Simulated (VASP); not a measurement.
# Ti3Ag (P4/mmm) in VASP: a series of runs

The runs below take Ti3Ag through electric field gradients, with LDA.

Everything below comes from runs of VASP 6.6.1. Logs are shortened: lines on timing, memory, paths and dates and some standing lists are left out, and cuts for length are marked.

### Step 1. The cell of the first run

The structure is tetragonal, space group P4/mmm (No. 123). Conventional cell: a = 4.103 Å, b = 4.103 Å, c = 3.950 Å, α = 90.00°, β = 90.00°, γ = 90.00°. Ti (site symmetry mmm) has 14 Ti at 2.85 to 4.10 Å and 4 Ag at 2.85 Å within 4.2 Å. Ti (site symmetry 4/mmm) has 14 Ti at 2.85 to 4.10 Å and 4 Ag at 2.90 Å within 4.2 Å. Within 4.2 Å of Ag (site symmetry 4/mmm) lie 12 Ti at 2.85 to 2.90 Å and 6 Ag at 3.95 to 4.10 Å.

### Step 2. Electric field gradients, LDA (equal xx and yy strain of -2 %)

INCAR reads:

```
PREC = Accurate ; ENCUT = 520
EDIFF = 1E-8 ; ISMEAR = -1
SIGMA = 0.08 ; LREAL = F
LASPH = T ; NELM = 100
ALGO = Normal ; ISIF = 2
LWAVE = F ; LCHARG = F
LEFG = T ; NBANDS = 32
```

KPOINTS reads:

```
Automatic mesh
0
Gamma
  9 9 9
```

POSCAR reads:

```
Ti3Ag
1.0
    4.1032600000      0.0000000000      0.0000000000
    0.0000000000      4.1032600000      0.0000000000
    0.0000000000      0.0000000000      3.9500000000
Ti Ag
3 1
Direct
    0.0000000000      0.5000000000      0.5000000000
    0.5000000000      0.0000000000      0.5000000000
    0.5000000000      0.5000000000      0.0000000000
    0.0000000000      0.0000000000      0.0000000000
```

Potentials or basis: VASP PAW LDA potentials, release 64 (Ti_sv, Ag).

Launch:

```bash
$ cat potpaw_LDA.64/Ti_sv/POTCAR potpaw_LDA.64/Ag/POTCAR > POTCAR
$ mpirun -np 1 vasp_std > vasp.out
```

OUTCAR:

```text
PREC = Accurate
   ENCUT = 520
   EDIFF = 1E-8
   ISMEAR = -1
   LREAL = F
   LASPH = T
   NELM = 100
   ISIF = 2

 ion  position               nearest neighbor table
   1  0.000  0.500  0.500-   3 2.85   4 2.85   3 2.85   4 2.85   4 2.85   4 2.85   3 2.85   3 2.85
                             2 2.90   2 2.90   2 2.90   2 2.90
   2  0.500  0.000  0.500-   3 2.85   4 2.85   3 2.85   4 2.85   3 2.85   3 2.85   4 2.85   4 2.85
                             1 2.90   1 2.90   1 2.90   1 2.90
   3  0.500  0.500  0.000-   1 2.85   2 2.85   1 2.85   2 2.85   2 2.85   2 2.85   1 2.85   1 2.85
                             4 2.90   4 2.90   4 2.90   4 2.90
   4  0.000  0.000  0.000-   1 2.85   2 2.85   1 2.85   2 2.85   1 2.85   1 2.85   2 2.85   2 2.85
                             3 2.90   3 2.90   3 2.90   3 2.90

  LATTYP: Found a simple tetragonal cell.
 ALAT       =     4.1032600000
 C/A-ratio  =     0.9626492106

  Lattice vectors:

 A1 = (   4.1032600000,   0.0000000000,   0.0000000000)
 A2 = (   0.0000000000,   4.1032600000,   0.0000000000)
 A3 = (   0.0000000000,   0.0000000000,   3.9500000000)

Analysis of symmetry for initial positions (statically):
=====================================================================
 Subroutine PRICEL returns:
 Original cell was already a primitive cell.

 Routine SETGRP: Setting up the symmetry group for a
 simple tetragonal supercell.

 Subroutine GETGRP returns: Found 16 space group operations
 (whereof 16 operations were pure point group operations)
 out of a pool of 16 trial point group operations.

The static configuration has the point symmetry D_4h.

Analysis of symmetry for dynamics (positions and initial velocities):
=====================================================================
 Subroutine PRICEL returns:
 Original cell was already a primitive cell.

 Routine SETGRP: Setting up the symmetry group for a
 simple tetragonal supercell.

 Subroutine GETGRP returns: Found 16 space group operations
 (whereof 16 operations were pure point group operations)
 out of a pool of 16 trial point group operations.

The dynamic configuration has the point symmetry D_4h.

 Subroutine INISYM returns: Found 16 space group operations
 (whereof 16 operations are pure point group operations),
 and found     1 'primitive' translations

----------------------------------------------------------------------------------------

                                     Primitive cell

  volume of cell :      66.5051

  direct lattice vectors                    reciprocal lattice vectors
     4.103260000  0.000000000  0.000000000     0.243708661  0.000000000  0.000000000
     0.000000000  4.103260000  0.000000000     0.000000000  0.243708661  0.000000000
     0.000000000  0.000000000  3.950000000     0.000000000  0.000000000  0.253164557

  length of vectors
     4.103260000  4.103260000  3.950000000     0.243708661  0.243708661  0.253164557

  position of ions in fractional coordinates (direct lattice)
     0.000000000  0.500000000  0.500000000
     0.500000000  0.000000000  0.500000000
     0.500000000  0.500000000  0.000000000
     0.000000000  0.000000000  0.000000000

  ion indices of the primitive-cell ions
   primitive index   ion index
                 1           1
                 2           2
                 3           3
                 4           4

----------------------------------------------------------------------------------------

 KPOINTS: Automatic mesh

Automatic generation of k-mesh.
 Grid dimensions read from file:
 generate k-points for:    9    9    9

 Generating k-lattice:

  Cartesian coordinates                     Fractional coordinates (reciprocal lattice)
     0.027078740  0.000000000  0.000000000     0.111111111  0.000000000  0.000000000
     0.000000000  0.027078740  0.000000000     0.000000000  0.111111111  0.000000000
[... 41 lines left out ...]
   number of dos      NEDOS =    301   number of ions     NIONS =      4
   total plane-waves  NPLWV =  30720
   dimension x,y,z NGX =    32 NGY =   32 NGZ =   30
   dimension x,y,z NGXF=    64 NGYF=   64 NGZF=   60
   ions per type =               3   1
   NGX,Y,Z   is equivalent  to a cutoff of  12.96, 12.96, 12.63 a.u.
   NGXF,Y,Z  is equivalent  to a cutoff of  25.93, 25.93, 25.25 a.u.
 SYSTEM =  unknown system
   PREC   = accura    normal or accurate (medium, high low for compatibility)
   ISTART =      0    job   : 0-new  1-cont  2-samecut
   ICHARG =      2    charge: 1-file 2-atom 10-const
   ISPIN  =      1    spin polarized calculation?
   LNONCOLLINEAR =      F non collinear calculations
   LSORBIT =      F    spin-orbit coupling
   LASPH  =      T    aspherical Exc in radial PAW
   ENCUT  =  520.0 eV  38.22 Ry    6.18 a.u.   7.63  7.63  7.34*2*pi/ulx,y,z
   NELM   =    100;   NELMIN=  2; NELMDL= -5     # of ELM steps
   EDIFF  = 0.1E-07   stopping-criterion for ELM
   LREAL  =      F    real-space projection
   EDIFFG = 0.1E-06   stopping-criterion for IOM
   NSW    =      0    number of steps for IOM
   IBRION =     -1    ionic relax: 0-MD 1-quasi-New 2-CG
   NFREE  =      0    steps in history (QN), initial steepest desc. (CG)
   ISIF   =      2    stress and relaxation
   ISYM   =      2    0-nonsym 1-usesym 2-fastsym
   POTIM  = 0.5000    time-step for ionic-motion
   TEBEG  =    0.0;   TEEND  =   0.0 temperature during run
   PSTRESS=    0.0 pullay stress
   NELECT =      47.0000    total number of electrons
   NUPDOWN=      -1.0000    fix difference up-down
   EMIN   =  10.00;   EMAX   =-10.00  energy-range for DOS
   EFERMI =   0.00;   METHOD = LEGACY
   ISMEAR =    -1;   SIGMA  =   0.08  broadening in eV -4-tet -1-fermi 0-gaus
   EFERMI_NEDOS =   21; number of points for ismear=-14 and -15
   IALGO  =     38    algorithm
   IMIX   =      4    mixing-type and parameters
     AMIX     =   0.40;   BMIX     =  1.00
     AMIX_MAG =   1.60;   BMIX_MAG =  1.00
  volume/ion in A,a.u.               =      16.63       112.20
  Fermi-wavevector in a.u.,A,eV,Ry     =   1.458218  2.755632 28.931417  2.126399
  Thomas-Fermi vector in A             =   2.574928
   LORBIT       =      0    0 simple, 1 ext, 2 COOP (PROOUT), +10 PAW based schemes
   GGA     = CA    functional components
   LHFCALC =     F    Hartree Fock is set to
   AEXX    =    0.0000 exact exchange contribution
   IVDW    =     0    specifies the selected vdW correction
   LEPSILON=     F    determine dielectric tensor
   LRPA    =     F    only Hartree local field effects (RPA)
 non-spin polarized calculation
  energy-cutoff  :      520.00
  volume of cell :       66.51
 maximum number of plane-waves:      1813
 NGX is ok and might be reduce to    32
   NGX = 15   NGY = 15   NGZ = 15

 number of electron      47.0000000 magnetization

 Free energy of the ion-electron system (eV)
  ---------------------------------------------------
  ext. energy  EPLUGINS =         0.00000000
  ---------------------------------------------------
  free energy    TOTEN  =       -29.23860383 eV

  energy without entropy =      -29.08881627  energy(sigma->0) =      -29.16371005

 E-fermi :   8.5392     XC(G=0): -12.1862

 val. band max:        8.5371004707   @ k =   0.3333   0.3333   0.3333
 cond. band min:       8.5429391898   @ k =   0.3333   0.2222   0.0000
 fundamental gap:      0.0058387191
 Fermi energy:         8.5392498787

 k-point     1 :       0.0000    0.0000    0.0000
  band No.  band energies     occupation
      1     -47.4596      2.00000
      2     -47.3332      2.00000
      3     -47.2683      2.00000
      4     -24.2828      2.00000
      5     -24.2828      2.00000
      6     -24.2665      2.00000
[... 829 lines left out ...]
     31      10.8513      0.00000
     32      11.0250      0.00000

 [... further k-points ...]
[... 5 lines left out ...]
  --------------------------------------------------------------------------------------
  -------------------------------------------------------------------------------------
  Total       -2.5651027     -2.5651027     -1.9336384      0.0000000      0.0000000      0.0000000
  in kB      -61.7959725    -61.7959725    -46.5833448      0.0000000      0.0000000      0.0000000
  external PRESSURE =     -56.7250966 kB  Pullay stress =       0.0000000 kB

 VOLUME and BASIS-vectors are now :
 -----------------------------------------------------------------------------
  energy-cutoff  :      520.00
  volume of cell :       66.51
      direct lattice vectors                 reciprocal lattice vectors
     4.103260000  0.000000000  0.000000000     0.243708661  0.000000000  0.000000000
     0.000000000  4.103260000  0.000000000     0.000000000  0.243708661  0.000000000
     0.000000000  0.000000000  3.950000000     0.000000000  0.000000000  0.253164557

 POSITION                                       TOTAL-FORCE (eV/Angst)
 -----------------------------------------------------------------------------------
      0.00000      2.05163      1.97500         0.000000      0.000000      0.000000
      2.05163      0.00000      1.97500         0.000000      0.000000      0.000000
      2.05163      2.05163      0.00000         0.000000      0.000000      0.000000
      0.00000      0.00000      0.00000         0.000000      0.000000      0.000000
 -----------------------------------------------------------------------------------
    total drift:                                0.000000     -0.000000     -0.000000

  FREE ENERGIE OF THE ION-ELECTRON SYSTEM (eV)
  ---------------------------------------------------
  free  energy   TOTEN  =       -29.2386038316 eV

  energy  without entropy=      -29.0888162723  energy(sigma->0) =      -29.16371005

 Electric field gradients (V/A^2)
---------------------------------------------------------------------
 ion       V_xx      V_yy      V_zz      V_xy      V_xz      V_yz
---------------------------------------------------------------------
   1       3.538    -2.396    -1.142    -0.000    -0.000     0.000
   2      -2.396     3.538    -1.142    -0.000     0.000    -0.000
   3       1.364     1.364    -2.728     0.000    -0.000    -0.000
   4      -0.486    -0.486     0.973    -0.000     0.000     0.000
---------------------------------------------------------------------

 Electric field gradients after diagonalization (V/A^2)
 (convention: |V_zz| > |V_xx| > |V_yy|)
----------------------------------------------------------------------
 ion       V_xx      V_yy      V_zz     asymmetry (V_yy - V_xx)/ V_zz
----------------------------------------------------------------------
   1      -2.396    -1.142     3.538       0.355
   2      -2.396    -1.142     3.538       0.355
   3       1.364     1.364    -2.728       0.000
   4      -0.486    -0.486     0.973       0.000
----------------------------------------------------------------------

           NMR quadrupolar parameters

 Cq : quadrupolar parameter    Cq=e*Q*V_zz/h
 eta: asymmetry parameters     (V_yy - V_xx)/ V_zz
 Q  : nuclear electric quadrupole moment in mb (millibarn)
----------------------------------------------------------------------
 ion       Cq(MHz)       eta       Q (mb)
----------------------------------------------------------------------
   1       0.009       0.355       1.000
   2       0.009       0.355       1.000
   3      -0.007       0.000       1.000
   4       0.002       0.000       1.000
----------------------------------------------------------------------
```

Wall time 2.1 min (1 thread of Intel Xeon Platinum 8488C (Sapphire Rapids), shared host); peak memory 0.25 GiB.

What came out:

```yaml
Free_energy: -29.2386 eV
Pressure: -5.7 GPa
Band_gap_on_the_k_mesh: zero (an odd number of electrons rules out a gap without spin polarisation)
Largest_electric_field_gradient_by_atom: Ti +3.5, -2.7 (each value once); Ag +1.0 V/Å²
```

Stress tensor (GPa, compression positive):
```
-6.18  0.00  0.00
 0.00 -6.18  0.00
 0.00  0.00 -4.66
```

Levels at points of the mesh, in eV from the Fermi level:
```tsv
k point	band 20	band 21	band 22	band 23	band 24	band 25	band 26	band 27	band 28	band 29
(0.00, 0.00, 0.00)	-0.57	-0.57	-0.53	-0.18	0.02	2.35	2.35	2.36	2.36	2.36
```

Electric field gradients, principal values (V/Å²):
```tsv
atom	least	middle	greatest (by size)
1 Ti	-1.142	-2.396	3.538
2 Ti	-1.142	-2.396	3.538
3 Ti	1.364	1.364	-2.728
4 Ag	-0.486	-0.486	0.973
```

Caveat: the cell differs from its parent crystal (equal xx and yy strain of -2 %); the cell stands under tension; without QUAD_EFG the Cq values of the log hold for a quadrupole moment of 1 mb, not for the nuclei.

(Part 1 of 2 ends here.)
